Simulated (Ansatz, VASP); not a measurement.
# V: VASP beside Ansatz

```xyz
1
Lattice="-1.5584 1.5130 1.5130 1.5130 -1.5584 1.5130 1.5130 1.5130 -1.5584" Properties=species:S:1:pos:R:3 pbc="T T T"
V     0.0000    0.0000    0.0000
```

Change from the starting cell: equal xy, yz and zx shear strains of -3 %.

Alike in both runs: task single point; functional PBEsol; k mesh 19 × 19 × 19; occupations fermi-dirac, width 0.03 eV; collinear spin.

|  | VASP | Ansatz |
| --- | --- | --- |
| version | VASP 6.6.1 | Ansatz 0.2.0 |
| potentials or method | VASP PAW PBE potentials, release 64 (V_sv), cutoff 520 eV | all-electron LAPW, scalar-relativistic |

```csv
,VASP,Ansatz,Ansatz less VASP
pressure (GPa),-11.4,-11.7,-0.21
"traceless stress, the component that is largest in VASP (GPa)",0.16,0.15,-0.013
net moment per atom (μB),0.00,0.00,0.000
```

VASP's potentials were made for PBE, not for PBEsol. Ansatz ran all-electron here, and VASP with PAW potentials. Ansatz's warnings: seeded moment not kept.
